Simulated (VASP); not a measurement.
# CdF2 (Fm-3m) in VASP: settings compared, part 2 of 2

VASP 6.6.1. Earlier steps stand in the parts before.

**4. Relaxation of cell and atoms, revPBE+D3(BJ)**

The input, INCAR:

```
SYSTEM = CdF2
PREC = Accurate
ENCUT = 600
EDIFF = 1E-6
ISMEAR = -1
SIGMA = 0.05
LREAL = .False.
LASPH = .True.
NELM = 100
ALGO = Normal
ISIF = 3
LWAVE = .False.
LCHARG = .False.
GGA = RE
IVDW = 12
IBRION = 2
NSW = 60
EDIFFG = -0.01
```

The input, KPOINTS:

```
Automatic mesh
0
Gamma
  9 9 9
  0 0 0
```

The input, POSCAR:

```
CdF2
1.0
    0.0000000000      2.6940000000      2.6940000000
    2.6940000000      0.0000000000      2.6940000000
    2.6940000000      2.6940000000      0.0000000000
Cd F
1 2
Direct
    0.0000000000      0.0000000000      0.0000000000
    0.7500000000      0.7500000000      0.7500000000
    0.2500000000      0.2500000000      0.2500000000
```

Potentials or basis: VASP PAW PBE potentials, release 64 (Cd, F).

The run is started by

```
cat potpaw_PBE.64/Cd/POTCAR potpaw_PBE.64/F/POTCAR > POTCAR
mpirun -np 1 vasp_std > vasp.out
```

OUTCAR:

```text
SYSTEM = CdF2
   PREC = Accurate
   ENCUT = 600
   EDIFF = 1E-6
   ISMEAR = -1
   LREAL = .False.
   LASPH = .True.
   NELM = 100
   ISIF = 3
   GGA = RE
   IVDW = 12
   IBRION = 2
   NSW = 60
   EDIFFG = -0.01
 IVDW          = 12

 ion  position               nearest neighbor table
   1  0.000  0.000  0.000-   2 2.33   2 2.33   2 2.33   2 2.33   3 2.33   3 2.33   3 2.33   3 2.33

   2  0.750  0.750  0.750-   1 2.33   1 2.33   1 2.33   1 2.33
   3  0.250  0.250  0.250-   1 2.33   1 2.33   1 2.33   1 2.33

  LATTYP: Found a face centered cubic cell.
 ALAT       =     5.3880000000

  Lattice vectors:

 A1 = (   0.0000000000,   2.6940000000,   2.6940000000)
 A2 = (   2.6940000000,   0.0000000000,   2.6940000000)
 A3 = (   2.6940000000,   2.6940000000,   0.0000000000)

Analysis of symmetry for initial positions (statically):
[... 179 lines left out ...]
 val. band max:       -1.1984460533   @ k =  -0.3333   0.4444   0.2222
 cond. band min:       2.0563722368   @ k =   0.0000   0.0000   0.0000
 fundamental gap:      3.2548182901
 Fermi energy:        -0.0711458258

 k-point     1 :       0.0000    0.0000    0.0000
  band No.  band energies     occupation
      1     -22.0441      2.00000
      2     -20.9573      2.00000
      3      -6.7902      2.00000
      4      -6.7902      2.00000
      5      -6.7902      2.00000
      6      -5.6084      2.00000
[... 552 lines left out ...]
--------------------------------------- Ionic step        3  -------------------------------------------

 number of electron      25.9999996 magnetization

 Free energy of the ion-electron system (eV)
  ---------------------------------------------------
  ext. energy  EPLUGINS =         0.00000000
  ---------------------------------------------------
  free energy    TOTEN  =       -10.04852129 eV

  energy without entropy =      -10.04852129  energy(sigma->0) =      -10.04852129

 E-fermi :  -0.3867     XC(G=0):  -9.8284

 val. band max:       -1.5744816208   @ k =  -0.3333   0.4444   0.2222
 cond. band min:       1.4905221911   @ k =   0.0000   0.0000   0.0000
 fundamental gap:      3.0650038118
 Fermi energy:        -0.3867088938

 k-point     1 :       0.0000    0.0000    0.0000
  band No.  band energies     occupation
      1     -22.1439      2.00000
      2     -21.1959      2.00000
      3      -7.0360      2.00000
      4      -7.0360      2.00000
      5      -7.0360      2.00000
      6      -6.0718      2.00000
[... 505 lines left out ...]
  FREE ENERGIE OF THE ION-ELECTRON SYSTEM (eV)
  ---------------------------------------------------
  free  energy   TOTEN  =       -10.9879895103 eV

  energy  without entropy=      -10.9879895103  energy(sigma->0) =      -10.98798951

 reached required accuracy - stopping structural energy minimisation
```

CONTCAR:

```text
CdF2
   1.00000000000000
     0.0000000000000000    2.7420640827314027    2.7420640827314027
     2.7420640827314027   -0.0000000000000000    2.7420640827314027
     2.7420640827314027    2.7420640827314027   -0.0000000000000000
  Cd              F
     1     2
Direct
     0.0000000000000000    0.0000000000000000    0.0000000000000000
     0.7500000000000000    0.7500000000000000    0.7500000000000000
     0.2500000000000000    0.2500000000000000    0.2500000000000000

  0.00000000E+00  0.00000000E+00  0.00000000E+00
  0.00000000E+00  0.00000000E+00  0.00000000E+00
  0.00000000E+00  0.00000000E+00  0.00000000E+00
```

It took 36 s on 1 thread of Intel Xeon 6975P-C (Granite Rapids), shared host; peak memory 0.2 GiB.

Results:

- Free energy: -10.9880 eV
- Relaxed volume: 13.74 Å³/atom
- Relaxed cell: a = 3.878 Å, b = 3.878 Å, c = 3.878 Å, α = 60.00°, β = 60.00°, γ = 60.00°
- Space group after relaxing (to 0.1 Å): Fm-3m (No. 225)
- Energy gained by relaxing: 11.8 meV/atom
- Ionic steps: 3
- Pressure after relaxing: 0.0 GPa
- Band gap on the k mesh: 3.06 eV (least direct gap 3.60 eV)
- Dispersion energy per atom: -0.313 eV

Step by step:
| step | energy change (eV) | largest force (eV/Å) | pressure (GPa) | volume (Å³) |
| --- | --- | --- | --- | --- |
| 1 | 0.0000 | 0.0000 | 5.59 | 39.10 |
| 2 | -0.0337 | 0.0000 | -1.07 | 41.74 |
| 3 | -0.0353 | 0.0000 | 0.02 | 41.23 |

Final structure:
```cif
data_structure
_symmetry_space_group_name_H-M 'P 1'
_symmetry_Int_Tables_number 1
_cell_length_a 3.8779
_cell_length_b 3.8779
_cell_length_c 3.8779
_cell_angle_alpha 60.000
_cell_angle_beta 60.000
_cell_angle_gamma 60.000
_cell_volume 41.23
loop_
_atom_site_label
_atom_site_type_symbol
_atom_site_fract_x
_atom_site_fract_y
_atom_site_fract_z
_atom_site_occupancy
Cd1 Cd 0.00000 0.00000 0.00000 1
F1 F 0.75000 0.75000 0.75000 1
F2 F 0.25000 0.25000 0.25000 1
```

Caveat: the PAW data sets were made with another functional, which shifts forces and pressure a little; an odd mesh through Γ misses points on the zone boundary, where band edges can lie. Zero-point motion and thermal expansion aren't in these numbers.

**5. Relaxation of cell and atoms, revPBE+D4**

The input, INCAR:

```
PREC     = Accurate       # precision mode
ENCUT    = 600            # plane-wave cutoff, eV
EDIFF    = 1E-7           # SCF threshold, eV
ISMEAR   = -1             # smearing method
SIGMA    = 0.05           # smearing width, eV
LREAL    = False          # projectors in reciprocal space
LASPH    = True           # aspherical terms in the spheres
NELM     = 100            # most SCF steps
ALGO     = Normal         # electronic algorithm
ISIF     = 3              # what is computed and relaxed
LWAVE    = False          # write WAVECAR
LCHARG   = False          # write CHGCAR
GGA      = RE             # functional
IVDW     = 13             # dispersion correction
IBRION   = 2              # ionic algorithm
NSW      = 60             # ionic steps
EDIFFG   = -0.01          # ionic threshold
```

The input, KPOINTS:

```
Automatic mesh
0
Gamma
  9 9 9
```

POSCAR is that of step 4.

The run is started by

```
cat potpaw_PBE.64/Cd/POTCAR potpaw_PBE.64/F/POTCAR > POTCAR
mpirun -np 1 vasp_std > vasp.out
```

Wall time 49 s (1 thread of Intel Xeon 6975P-C (Granite Rapids), shared host); peak memory 0.18 GiB.

It converged, with:

* Free energy: -11.0418 eV
* Relaxed volume: 13.75 Å³/atom
* Relaxed cell: a = 3.878 Å, b = 3.878 Å, c = 3.878 Å, α = 60.00°, β = 60.00°, γ = 60.00°
* Space group after relaxing (to 0.1 Å): Fm-3m (No. 225)
* Energy gained by relaxing: 11.7 meV/atom
* Ionic steps: 3
* Pressure after relaxing: 0.0 GPa
* Band gap on the k mesh: 3.06 eV (least direct gap 3.60 eV)
* Dispersion energy per atom: -0.331 eV

Step by step:
```
step  energy change (eV)  largest force (eV/Å)  pressure (GPa)  volume (Å³)
   1              0.0000                0.0000            5.57        39.10
   2             -0.0336                0.0000           -1.04        41.73
   3             -0.0352                0.0000            0.01        41.24
```

Final structure:
```
CELL_PARAMETERS angstrom
0.00000 2.74210 2.74210
2.74210 0.00000 2.74210
2.74210 2.74210 0.00000
ATOMIC_POSITIONS crystal
Cd 0.00000 0.00000 0.00000
F 0.75000 0.75000 0.75000
F 0.25000 0.25000 0.25000
```

Levels at points of the mesh, in eV from the valence-band top:
```
           k point  band 10  band 11  band 12  band 13  band 14  band 15  band 16  band 17
(0.00, 0.00, 0.00)    -0.81    -0.54    -0.54    -0.54     3.06    12.64    12.64    12.64
```

Caveat: the PAW data sets were made with another functional, which shifts forces and pressure a little; an odd mesh through Γ misses points on the zone boundary, where band edges can lie. As with any semilocal functional, this revPBE gap is likely too small.

**6. Relaxation of cell and atoms, revPBE**

The input, INCAR:

```
SYSTEM = CdF2
  PREC = Accurate
  ENCUT = 600
  EDIFF = 1E-7
  ISMEAR = -1
  SIGMA = 0.05
  LREAL = .FALSE.
  LASPH = .TRUE.
  NELM = 120
  ALGO = Normal
  ISIF = 3
  LWAVE = .FALSE.
  LCHARG = .FALSE.
  GGA = RE
  IBRION = 2
  NSW = 60
  EDIFFG = -0.01
  GGA_COMPAT = .FALSE.
  NELMIN = 4
```

The input, KPOINTS:

```
Automatic mesh
0
G
  9 9 9
  0 0 0
```

POSCAR is that of step 5.

Potentials or basis: VASP PAW PBE potentials, release 64 (Cd_sv_GW, F).

The run is started by

```
cat potpaw_PBE.64/Cd_sv_GW/POTCAR potpaw_PBE.64/F/POTCAR > POTCAR
mpirun -np 1 vasp_std > vasp.out
```

It took 82 s on 1 thread of AMD EPYC 7R13 (Zen 3), shared host; peak memory 0.18 GiB.

Results (log left out):

| Item | Value |
| --- | --- |
| Free energy | -10.1487 eV |
| Relaxed volume | 14.06 Å³/atom |
| Relaxed cell | a = 3.907 Å, b = 3.907 Å, c = 3.907 Å, α = 60.00°, β = 60.00°, γ = 60.00° |
| Space group after relaxing (to 0.1 Å) | Fm-3m (No. 225) |
| Energy gained by relaxing | 24.5 meV/atom |
| Ionic steps | 3 |
| Pressure after relaxing | 0.0 GPa |
| Band gap on the k mesh | 3.00 eV (least direct gap 3.56 eV) |

Step by step:
| step | energy change (eV) | largest force (eV/Å) | pressure (GPa) | volume (Å³) |
| --- | --- | --- | --- | --- |
| 1 | 0.0000 | 0.0000 | 8.18 | 39.10 |
| 2 | -0.0695 | 0.0000 | -1.62 | 42.99 |
| 3 | -0.0736 | 0.0000 | 0.02 | 42.19 |

Final structure:
```
CELL_PARAMETERS angstrom
0.00000 2.76301 2.76301
2.76301 0.00000 2.76301
2.76301 2.76301 0.00000
ATOMIC_POSITIONS crystal
Cd 0.00000 0.00000 0.00000
F 0.75000 0.75000 0.75000
F 0.25000 0.25000 0.25000
```

Levels at points of the mesh, in eV from the valence-band top:
```tsv
k point	band 15	band 16	band 17	band 18	band 19	band 20
(0.00, 0.00, 0.00)	-0.56	-0.56	-0.56	3.00	12.53	12.53
```

Caveat: the PAW data sets were made with another functional, which shifts forces and pressure a little; an odd mesh through Γ misses points on the zone boundary, where band edges can lie.

**7. Summary**

```csv
level,potentials or basis,gap on the mesh (eV),pressure (GPa),relaxed volume (Å³/atom)
RPBE+D3(BJ),"VASP PAW PBE potentials, release 64 (Cd, F)",3.26,0.0,13.17
RPBE+D4,"VASP PAW PBE potentials, release 64 (Cd, F)",3.09,0.0,13.83
revPBE+D3(BJ),"VASP PAW PBE potentials, release 64 (Cd, F)",3.06,0.0,13.74
revPBE+D4,"VASP PAW PBE potentials, release 64 (Cd, F)",3.06,0.0,13.75
revPBE,"VASP PAW PBE potentials, release 64 (Cd_sv_GW, F)",3.00,0.0,14.06
```

Alike in all rows: task relaxation of cell and atoms; no spin polarisation; cell relaxed; k mesh 9 × 9 × 9; cutoff (eV) 600; smearing fermi-dirac 0.05 eV.

Caveats: the PAW data sets were made with another functional, which shifts forces and pressure a little; an odd mesh through Γ misses points on the zone boundary, where band edges can lie.

Total energies depend on the potentials used, so only differences within one code and one set of settings carry meaning.
